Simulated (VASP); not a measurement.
# P (P2/m) in VASP: single point with PBEsol

Aim: the single point of P with PBEsol.

Everything below comes from runs of VASP 6.6.1. Logs are shortened: lines on timing, memory, paths and dates and some standing lists are left out, and cuts for length are marked.

## Step 1: The cell of the first run

The typed cell holds 2 atoms: a = 2.435 Å, b = 2.435 Å, c = 4.985 Å, α = 90.00°, β = 89.99°, γ = 90.00°.

## Step 2: Single point, PBEsol (strain +0.000 along x and y, +0.040 along z)

File INCAR:

```
SYSTEM = P
ALGO     = Normal         ! electronic algorithm
EDIFF    = 1E-7           ! SCF threshold, eV
ENCUT    = 520            ! plane-wave cutoff, eV
GGA      = PS             ! functional
ISIF     = 2              ! what is computed and relaxed
ISMEAR   = 0              ! smearing method
LASPH    = .TRUE.         ! aspherical terms in the spheres
LCHARG   = .FALSE.        ! write CHGCAR
LREAL    = .FALSE.        ! projectors in reciprocal space
LWAVE    = .FALSE.        ! write WAVECAR
NBANDS   = 12             ! bands
NELM     = 60             ! most SCF steps
PREC     = Accurate       ! precision mode
SIGMA    = 0.15           ! smearing width, eV
```

File KPOINTS:

```
k-points
0
G
  24 24 12
  0 0 0
```

File POSCAR:

```
P
1.0
    2.4347371633      0.0000000000      0.0054547024
    0.0000000000      2.4346254889      0.0000000000
   -0.0099022070      0.0000000000      4.9846654548
P
2
Direct
    0.0000000000      0.0000000000      0.2500000000
    1.0000000000      0.0000000000      0.7500000000
```

Potentials or basis: VASP PAW PBE potentials, release 64 (P).

Started as:

```console
> cat potpaw_PBE.64/P/POTCAR > POTCAR
> mpirun -np 1 vasp_std > vasp.out
```

OUTCAR:

```text
SYSTEM = P
   EDIFF = 1E-7
   ENCUT = 520
   GGA = PS
   ISIF = 2
   ISMEAR = 0
   LASPH = .TRUE.
   LREAL = .FALSE.
   NELM = 60
   PREC = Accurate

 ion  position               nearest neighbor table
   1  0.000  0.000  0.250-   2 2.49   2 2.49
   2  0.000  0.000  0.750-   1 2.49   1 2.49

  LATTYP: Found a simple monoclinic cell.
 ALAT       =     2.4347432736
 B/A-ratio  =     0.9999516234
 C/A-ratio  =     2.0473104267
 COS(beta)  =    -0.0002538310

  Lattice vectors:

 A1 = (   2.4347371633,   0.0000000000,   0.0054547024)
 A2 = (   0.0000000000,  -2.4346254889,   0.0000000000)
 A3 = (   0.0099022070,   0.0000000000,  -4.9846654548)

Analysis of symmetry for initial positions (statically):
=====================================================================
 Subroutine PRICEL returns following result:

  LATTYP: Found a simple monoclinic cell.
 ALAT       =     2.4347432736
 B/A-ratio  =     0.9999516234
 C/A-ratio  =     1.0236552134
 COS(beta)  =    -0.0002538310

  Lattice vectors:

 A1 = (   2.4347371633,   0.0000000000,   0.0054547024)
 A2 = (   0.0000000000,  -2.4346254889,   0.0000000000)
 A3 = (   0.0049511035,   0.0000000000,  -2.4923327274)

   2 primitive cells build up your supercell.

 Routine SETGRP: Setting up the symmetry group for a
 simple monoclinic supercell.

 Subroutine GETGRP returns: Found  4 space group operations
 (whereof  4 operations were pure point group operations)
 out of a pool of  4 trial point group operations.

The static configuration has the point symmetry C_2h.

Analysis of symmetry for dynamics (positions and initial velocities):
=====================================================================
 Subroutine PRICEL returns following result:

  LATTYP: Found a simple monoclinic cell.
 ALAT       =     2.4347432736
 B/A-ratio  =     0.9999516234
 C/A-ratio  =     1.0236552134
 COS(beta)  =    -0.0002538310

  Lattice vectors:

 A1 = (   2.4347371633,   0.0000000000,   0.0054547024)
 A2 = (   0.0000000000,  -2.4346254889,   0.0000000000)
 A3 = (   0.0049511035,   0.0000000000,  -2.4923327274)

   2 primitive cells build up your supercell.

 Routine SETGRP: Setting up the symmetry group for a
 simple monoclinic supercell.

 Subroutine GETGRP returns: Found  4 space group operations
 (whereof  4 operations were pure point group operations)
 out of a pool of  4 trial point group operations.

The dynamic configuration has the point symmetry C_2h.

 Subroutine INISYM returns: Found  4 space group operations
 (whereof  4 operations are pure point group operations),
 and found     2 'primitive' translations

----------------------------------------------------------------------------------------

                                     Primitive cell

  volume of cell :      14.7738

  direct lattice vectors                    reciprocal lattice vectors
     2.434737163  0.000000000  0.005454702     0.410720124  0.000000000  0.000815909
     0.000000000 -2.434625489  0.000000000     0.000000000 -0.410740791  0.000000000
     0.004951104  0.000000000 -2.492332727     0.000898899  0.000000000 -0.401228752

  length of vectors
     2.434743274  2.434625489  2.492337645     0.410720934  0.410740791  0.401229759

  position of ions in fractional coordinates (direct lattice)
     0.000000000  0.000000000  0.500000000

  ion indices of the primitive-cell ions
   primitive index   ion index
                 1           1

----------------------------------------------------------------------------------------

 KPOINTS: k-points

Automatic generation of k-mesh.
 Grid dimensions read from file:
 generate k-points for:   24   24   12

 Generating k-lattice:

  Cartesian coordinates                     Fractional coordinates (reciprocal lattice)
     0.017113338  0.000000000  0.000033996     0.041666667  0.000000000  0.000000000
     0.000000000  0.017114200  0.000000000     0.000000000  0.041666667  0.000000000
    -0.000037454  0.000000000  0.016717865     0.000000000  0.000000000  0.083333333

  Length of vectors
     0.017113372  0.017114200  0.016717907

  Shift w.r.t. Gamma in fractional coordinates (k-lattice)
     0.000000000  0.000000000  0.000000000

 Subroutine IBZKPT returns following result:
 ===========================================

 Found   1898 irreducible k-points:

 Following reciprocal coordinates:
            Coordinates               Weight
  0.000000  0.000000  0.000000      1.000000
  0.041667  0.000000 -0.000000      2.000000
  0.083333  0.000000  0.000000      2.000000
  0.125000  0.000000 -0.000000      2.000000
  0.166667  0.000000 -0.000000      2.000000
  0.208333  0.000000  0.000000      2.000000
[... 16 lines left out ...]
  0.375000  0.041667 -0.000000      4.000000
  0.416667  0.041667  0.000000      4.000000
 [... further k-points ...]
   k-points           NKPTS =   1898   k-points in BZ     NKDIM =   1898   number of bands    NBANDS=     12
   number of dos      NEDOS =    301   number of ions     NIONS =      2
   total plane-waves  NPLWV =  12960
   dimension x,y,z NGX =    18 NGY =   18 NGZ =   40
   dimension x,y,z NGXF=    36 NGYF=   36 NGZF=   80
   ions per type =               2
   NGX,Y,Z   is equivalent  to a cutoff of  12.29, 12.29, 13.34 a.u.
   NGXF,Y,Z  is equivalent  to a cutoff of  24.58, 24.58, 26.68 a.u.
 SYSTEM =  P
   PREC   = accura    normal or accurate (medium, high low for compatibility)
   ISTART =      0    job   : 0-new  1-cont  2-samecut
   ICHARG =      2    charge: 1-file 2-atom 10-const
   ISPIN  =      1    spin polarized calculation?
   LNONCOLLINEAR =      F non collinear calculations
   LSORBIT =      F    spin-orbit coupling
   LASPH  =      T    aspherical Exc in radial PAW
   ENCUT  =  520.0 eV  38.22 Ry    6.18 a.u.   4.53  4.53  9.27*2*pi/ulx,y,z
   NELM   =     60;   NELMIN=  2; NELMDL= -5     # of ELM steps
   EDIFF  = 0.1E-06   stopping-criterion for ELM
   LREAL  =      F    real-space projection
   EDIFFG = 0.1E-05   stopping-criterion for IOM
   NSW    =      0    number of steps for IOM
   IBRION =     -1    ionic relax: 0-MD 1-quasi-New 2-CG
   NFREE  =      0    steps in history (QN), initial steepest desc. (CG)
   ISIF   =      2    stress and relaxation
   ISYM   =      2    0-nonsym 1-usesym 2-fastsym
   POTIM  = 0.5000    time-step for ionic-motion
   TEBEG  =    0.0;   TEEND  =   0.0 temperature during run
   PSTRESS=    0.0 pullay stress
   NELECT =      10.0000    total number of electrons
   NUPDOWN=      -1.0000    fix difference up-down
   EMIN   =  10.00;   EMAX   =-10.00  energy-range for DOS
   EFERMI =   0.00;   METHOD = LEGACY
   ISMEAR =     0;   SIGMA  =   0.15  broadening in eV -4-tet -1-fermi 0-gaus
   EFERMI_NEDOS =   21; number of points for ismear=-14 and -15
   IALGO  =     38    algorithm
   IMIX   =      4    mixing-type and parameters
     AMIX     =   0.40;   BMIX     =  1.00
     AMIX_MAG =   1.60;   BMIX_MAG =  1.00
  volume/ion in A,a.u.               =      14.77        99.70
  Fermi-wavevector in a.u.,A,eV,Ry     =   1.140865  2.155921 17.708962  1.301572
  Thomas-Fermi vector in A             =   2.277566
   LORBIT       =      0    0 simple, 1 ext, 2 COOP (PROOUT), +10 PAW based schemes
   GGA     = PS    functional components
   LHFCALC =     F    Hartree Fock is set to
   AEXX    =    0.0000 exact exchange contribution
   IVDW    =     0    specifies the selected vdW correction
   LEPSILON=     F    determine dielectric tensor
   LRPA    =     F    only Hartree local field effects (RPA)
 non-spin polarized calculation
 Gauss-broadening in eV      SIGMA  =   0.15
  energy-cutoff  :      520.00
  volume of cell :       29.55
 maximum number of plane-waves:       818
   NGX =  9   NGY =  9   NGZ = 19

 number of electron      10.0000000 magnetization

 number of electron       9.9999996 magnetization

 Free energy of the ion-electron system (eV)
  ---------------------------------------------------
  ext. energy  EPLUGINS =         0.00000000
  ---------------------------------------------------
  free energy    TOTEN  =       -11.52079356 eV

  energy without entropy =      -11.51201059  energy(sigma->0) =      -11.51640208

 E-fermi :   9.4022     XC(G=0): -11.3150

 val. band max:        9.4015424715   @ k =  -0.0000   0.1667   0.2500
 cond. band min:       9.4075505121   @ k =  -0.1667   0.0833   0.0833
 fundamental gap:      0.0060080406
 Fermi energy:         9.4021836971

 k-point     1 :       0.0000    0.0000    0.0000
  band No.  band energies     occupation
      1      -6.9828      2.00000
      2      -3.0027      2.00000
      3       0.8265      2.00000
      4      13.6841      0.00000
      5      14.6351      0.00000
      6      14.6372      0.00000
      7      16.0729      0.00000
      8      16.3789      0.00000
      9      17.1880      0.00000
     10      17.1900      0.00000
     11      18.7242      0.00000
     12      23.3149      0.00000

 k-point     2 :       0.0417    0.0000   -0.0000
  band No.  band energies     occupation
      1      -6.9427      2.00000
      2      -2.9625      2.00000
      3       0.8632      2.00000
      4      13.7155      0.00000
      5      13.7171      0.00000
      6      14.6688      0.00000
      7      16.1615      0.00000
      8      16.4013      0.00000
      9      17.1763      0.00000
     10      17.2197      0.00000
     11      19.4241      0.00000
     12      23.1602      0.00000

 k-point     3 :       0.0833    0.0000    0.0000
  band No.  band energies     occupation
      1      -6.8226      2.00000
      2      -2.8422      2.00000
      3       0.9731      2.00000
      4      12.2652      0.00000
      5      13.8113      0.00000
      6      14.7633      0.00000
      7      15.1092      0.00000
      8      16.2661      0.00000
      9      17.3083      0.00000
     10      18.4046      0.00000
     11      20.4540      0.00000
     12      21.6253      0.00000
[... 286 lines left out ...]
 k-point    23 :       0.3750    0.0417   -0.0000
  band No.  band energies     occupation
      1      -3.8670      2.00000
      2       0.1770      2.00000
      3       2.8407      2.00000
      4       3.5088      2.00000
      5       6.1860      2.00000
      6      11.9935      0.00000
      7      15.9383      0.00000
      8      16.0429      0.00000
      9      18.8535      0.00000
     10      18.9279      0.00000
     11      23.6834      0.00000
     12      24.4396      0.00000

 k-point    24 :       0.4167    0.0417    0.0000
  band No.  band energies     occupation
      1      -3.2606      2.00000
      2       0.8428      2.00000
      3       1.8594      2.00000
      4       3.9440      2.00000
      5       5.1723      2.00000
      6      11.1509      0.00000
      7      16.2776      0.00000
      8      16.3817      0.00000
      9      19.1774      0.00000
     10      19.2379      0.00000
     11      23.5399      0.00000
     12      23.7394      0.00000

 [... further k-points ...]
[... 5 lines left out ...]
  --------------------------------------------------------------------------------------
  -------------------------------------------------------------------------------------
  Total       -0.5700902     -0.5695958     -1.2419649      0.0000000      0.0000000     -0.0014471
  in kB      -30.9123454    -30.8855368    -67.3438143      0.0000000      0.0000000     -0.0784650
  external PRESSURE =     -43.0472322 kB  Pullay stress =       0.0000000 kB

 VOLUME and BASIS-vectors are now :
 -----------------------------------------------------------------------------
  energy-cutoff  :      520.00
  volume of cell :       29.55
      direct lattice vectors                 reciprocal lattice vectors
     2.434737163  0.000000000  0.005454702     0.410720124  0.000000000  0.000815909
     0.000000000  2.434625489  0.000000000     0.000000000  0.410740791  0.000000000
    -0.009902207  0.000000000  4.984665455    -0.000449450  0.000000000  0.200614376

 POSITION                                       TOTAL-FORCE (eV/Angst)
 -----------------------------------------------------------------------------------
     -0.00248      0.00000      1.24617         0.000000     -0.000000     -0.000000
     -0.00743      0.00000      3.73850        -0.000000      0.000000      0.000000
 -----------------------------------------------------------------------------------
    total drift:                                0.000000      0.000000      0.000000

  FREE ENERGIE OF THE ION-ELECTRON SYSTEM (eV)
  ---------------------------------------------------
  free  energy   TOTEN  =       -11.5207935604 eV

  energy  without entropy=      -11.5120105904  energy(sigma->0) =      -11.51640208
```

Run time: 3.9 min. Hardware: 1 thread of Intel Xeon 6975P-C (Granite Rapids), shared host; peak memory 0.57 GiB.

What came out:

```yaml
Free_energy: -11.5208 eV
Pressure: -4.3 GPa
Band_gap_on_the_k_mesh: zero (bands 5 and 6 overlap by 10.29 eV)
```

Levels at points of the mesh, in eV from the Fermi level:
| k point | band 1 | band 2 | band 3 | band 4 | band 5 | band 6 | band 7 | band 8 | band 9 | band 10 |
| --- | --- | --- | --- | --- | --- | --- | --- | --- | --- | --- |
| (0.00, 0.00, 0.00) | -16.38 | -12.40 | -8.58 | 4.28 | 5.23 | 5.24 | 6.67 | 6.98 | 7.79 | 7.79 |
| (0.50, 0.00, 0.00) | -11.96 | -8.62 | -7.66 | -5.48 | -5.05 | 0.94 | 7.18 | 8.11 | 9.44 | 10.44 |
| (0.00, 0.50, 0.00) | -11.96 | -8.62 | -7.66 | -5.48 | -5.05 | 0.94 | 7.18 | 8.10 | 9.44 | 10.44 |
| (0.50, 0.50, 0.00) | -7.15 | -5.15 | -5.15 | -2.32 | -2.32 | -1.84 | -1.80 | 0.97 | 4.44 | 4.78 |
| (0.00, 0.00, 0.50) | -15.06 | -15.06 | -3.35 | -3.35 | 6.23 | 6.23 | 6.23 | 6.23 | 7.96 | 7.96 |
| (0.50, 0.00, 0.50) | -10.62 | -10.62 | -7.45 | -7.45 | 0.28 | 0.28 | 5.69 | 5.69 | 9.03 | 9.03 |
| (0.00, 0.50, 0.50) | -10.62 | -10.62 | -7.45 | -7.45 | 0.28 | 0.28 | 5.69 | 5.69 | 9.03 | 9.03 |
| (0.50, 0.50, 0.50) | -5.78 | -5.78 | -4.06 | -4.06 | -4.06 | -4.06 | 2.24 | 2.24 | 4.30 | 4.30 |

Caveat: the cell differs from its parent crystal (strain +0.000 along x and y, +0.040 along z); the cell stands under tension; the PAW data sets were made with another functional, which shifts forces and pressure a little.
